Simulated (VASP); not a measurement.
Wanted: the native input for a VASP 6.6.1 run.

```
Task                   : single point
Functional             : r2SCAN
Potentials or basis    : VASP PAW PBE potentials, release 64 (Pt_sv_GW)
Cutoff                 : 550 eV
k mesh                 : 8 × 8 × 4
Occupations            : gaussian, width 0.025 eV
Spin                   : no spin polarisation
Dipole correction      : no
Further INCAR settings : ALGO = Normal; EDIFF = 1e-06; NBANDS = 25
```

The system is Pt.

```
Pt
1.0
     2.76067    0.00000    0.00000
    -1.38033    2.39081    0.00000
     0.00000    0.00000    4.79213
Pt
2
Direct
  0.32844 0.68797 0.25286
  0.67332 0.32279 0.74338
```

These files were run (other wordings do the same):

POSCAR

```
Pt
1.0
    2.7606656158      0.0000000000      0.0000000000
   -1.3803328079      2.3908065546      0.0000000000
    0.0000000000      0.0000000000      4.7921340000
Pt
2
Direct
    0.3284440000      0.6879730000      0.2528560000
    0.6733180000      0.3227900000      0.7433810000
```

INCAR.step1

```
PREC     = Accurate       # precision mode
ENCUT    = 550            # plane-wave cutoff, eV
ISMEAR   = 0              # smearing method
SIGMA    = 0.025          # smearing width, eV
LREAL    = F              # projectors in reciprocal space
LASPH    = T              # aspherical terms in the spheres
NELM     = 120            # most SCF steps
NBANDS   = 25             # bands
GGA      = PE             # functional
ALGO     = Normal         # electronic algorithm
EDIFF    = 1E-5           # SCF threshold, eV
LWAVE    = T              # write WAVECAR
LCHARG   = F              # write CHGCAR
GGA_COMPAT= F
```

INCAR.step2

```
PREC     = Accurate       # precision mode
ENCUT    = 550            # plane-wave cutoff, eV
EDIFF    = 1E-6           # SCF threshold, eV
ISMEAR   = 0              # smearing method
SIGMA    = 0.025          # smearing width, eV
LREAL    = F              # projectors in reciprocal space
LASPH    = T              # aspherical terms in the spheres
NELM     = 120            # most SCF steps
ALGO     = Normal         # electronic algorithm
ISIF     = 2              # what is computed and relaxed
LWAVE    = F              # write WAVECAR
LCHARG   = F              # write CHGCAR
METAGGA  = R2SCAN         # meta-GGA
LMIXTAU  = T            
NBANDS   = 25             # bands
ISTART   = 1            
GGA_COMPAT= F
```

KPOINTS

```
Automatic mesh
0
Gamma
  8 8 4
```

Potentials or basis: VASP PAW PBE potentials, release 64 (Pt_sv_GW).

Run with:

```console
$ cat potpaw_PBE.64/Pt_sv_GW/POTCAR > POTCAR
$ cp INCAR.step1 INCAR
$ mpirun -np 1 vasp_std > vasp.out
$ cp INCAR.step2 INCAR
$ mpirun -np 1 vasp_std > vasp.out
```

Results of the run:

```
Pressure               : -7.8 GPa
Largest force          : 0.454 eV/Å
Band gap on the k mesh : zero (bands 18 and 19 overlap by 1.39 eV)
```

Caveat: the cell stands under tension; the PAW data sets were made with another functional, which shifts forces and pressure a little; spin-orbit coupling is left out, which moves the levels of the heavy elements.

Wall time 2.4 min on 1 thread of Intel(R) Xeon(R) 6975P-C (Granite Rapids), with other jobs on the host, peak memory 0.24 GiB.
